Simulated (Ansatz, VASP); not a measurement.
**Li in VASP and in Ansatz**

The input INCAR:

```
SYSTEM = Li
PREC     = Accurate       ! precision mode
ENCUT    = 520            ! plane-wave cutoff, eV
EDIFF    = 1E-7           ! SCF threshold, eV
ISMEAR   = 0              ! smearing method
SIGMA    = 0.1            ! smearing width, eV
LREAL    = Auto         
LASPH    = .True.         ! aspherical terms in the spheres
NELM     = 100            ! most SCF steps
ALGO     = Normal         ! electronic algorithm
ISIF     = 2              ! what is computed and relaxed
LWAVE    = .False.        ! write WAVECAR
LCHARG   = .False.        ! write CHGCAR
LDIPOL   = .True.       
IDIPOL   = 3            
DIPOL    = 0.5 0.5 0.453
GGA      = PE             ! functional
IVDW     = 12             ! dispersion correction
NBANDS   = 60             ! bands
```

KPOINTS

```
regular mesh
0
Gamma
  3 3 1
  0 0 0
```

File POSCAR:

```
Li
1.0
    8.6387373918      0.0000000000      0.0000000000
   -2.8795791306      8.1446797208      0.0000000000
    0.0000000000      0.0000000000     22.7023330293
Li
27
Direct
    0.1666666667      0.1666666667      0.3523866904
    0.1666666667      0.5000000000      0.3523866904
    0.1666666667      0.8333333333      0.3523866904
    0.5000000000      0.1666666667      0.3523866904
    0.5000000000      0.5000000000      0.3523866904
    0.5000000000      0.8333333333      0.3523866904
    0.8333333333      0.1666666667      0.3523866904
    0.8333333333      0.5000000000      0.3523866904
    0.8333333333      0.8333333333      0.3523866904
    0.3435171399      0.3416468779      0.4532916104
    0.3519721672      0.7221686966      0.4546040407
    0.3428834757      0.0155770742      0.4660051204
    0.6237443038      0.2873326961      0.4646109970
    0.6701071448      0.6420740682      0.4519812038
    0.6903826044     -0.0106941649      0.4488046507
   -0.0105164765      0.3375305766      0.4545945935
   -0.0078582317      0.6519073015      0.4493109491
    0.0067858330     -0.0070209975      0.4620160519
    0.5331822607      0.7894960833      0.5485474645
    0.4967703205      1.0696494759      0.5499527219
    0.5093084910      0.4187764536      0.5493317572
    0.8681407947      0.4493894897      0.5564124303
    0.8634129386      0.8017147179      0.5503152834
    0.8961044554      0.1071806068      0.5581808855
    0.2331155243      0.6091679213      0.5467167299
    0.1648407734      0.8689584952      0.5531262547
    0.2114266779      0.1873186156      0.5440540784
```

Input for Ansatz:

```yaml
crystal:
  lattice:
    - [8.6387373918, 0.0, 0.0]
    - [-2.8795791306, 8.1446797208, 0.0]
    - [0.0, 0.0, 22.7023330293]
  atoms:
    - { symbol: Li, position: [0.1666666667, 0.1666666667, 0.3523866904] }
    - { symbol: Li, position: [0.1666666667, 0.5, 0.3523866904] }
    - { symbol: Li, position: [0.1666666667, 0.8333333333, 0.3523866904] }
    - { symbol: Li, position: [0.5, 0.1666666667, 0.3523866904] }
    - { symbol: Li, position: [0.5, 0.5, 0.3523866904] }
    - { symbol: Li, position: [0.5, 0.8333333333, 0.3523866904] }
    - { symbol: Li, position: [0.8333333333, 0.1666666667, 0.3523866904] }
    - { symbol: Li, position: [0.8333333333, 0.5, 0.3523866904] }
    - { symbol: Li, position: [0.8333333333, 0.8333333333, 0.3523866904] }
    - { symbol: Li, position: [0.3435171399, 0.3416468779, 0.4532916104] }
    - { symbol: Li, position: [0.3519721672, 0.7221686966, 0.4546040407] }
    - { symbol: Li, position: [0.3428834757, 0.0155770742, 0.4660051204] }
    - { symbol: Li, position: [0.6237443038, 0.2873326961, 0.464610997] }
    - { symbol: Li, position: [0.6701071448, 0.6420740682, 0.4519812038] }
    - { symbol: Li, position: [0.6903826044, -0.0106941649, 0.4488046507] }
    - { symbol: Li, position: [-0.0105164765, 0.3375305766, 0.4545945935] }
    - { symbol: Li, position: [-0.0078582317, 0.6519073015, 0.4493109491] }
    - { symbol: Li, position: [0.006785833, -0.0070209975, 0.4620160519] }
    - { symbol: Li, position: [0.5331822607, 0.7894960833, 0.5485474645] }
    - { symbol: Li, position: [0.4967703205, 1.0696494759, 0.5499527219] }
    - { symbol: Li, position: [0.509308491, 0.4187764536, 0.5493317572] }
    - { symbol: Li, position: [0.8681407947, 0.4493894897, 0.5564124303] }
    - { symbol: Li, position: [0.8634129386, 0.8017147179, 0.5503152834] }
    - { symbol: Li, position: [0.8961044554, 0.1071806068, 0.5581808855] }
    - { symbol: Li, position: [0.2331155243, 0.6091679213, 0.5467167299] }
    - { symbol: Li, position: [0.1648407734, 0.8689584952, 0.5531262547] }
    - { symbol: Li, position: [0.2114266779, 0.1873186156, 0.5440540784] }
basis:
  ecutwfc: 420
kpoints:
  mp_grid: { grid: [3, 3, 1] }
hamiltonian:
  xc: pbe
  dispersion: d3bj
scf:
  occupations: { method: gaussian, width: 0.1 }
output:
  forces: true
  eigenvalues: true
  write_density: true
  volumetric_format: npy
efield:
  axis: 3
  dipole_correction: true
  ramp_width: 0.04
```

Alike in both runs: task single point; functional PBE; dispersion D3(BJ); k mesh 3 × 3 × 1; occupations gaussian, width 0.1 eV; no spin polarisation.

```csv
,VASP,Ansatz
version,VASP 6.6.1,Ansatz 0.2.0
potentials or method,"VASP PAW PBE potentials, release 64 (Li_sv), cutoff 520 eV","scalar-relativistic, plane waves, PAW"
valence electrons in the cell,81,81
```

```tsv
	VASP	Ansatz	Ansatz less VASP
gap on the k mesh at the Fermi level (eV)	none	none	-
rms of the force components (eV/Å)	0.277	0.276	-0.0016
```

Atom by atom the forces differ by 0.003 eV/Å (rms over components). A gap of «none» marks a metal or a gap that the smearing closes.

Noted on VASP's run: the cutoff is short for stress, so the pressure is rough.
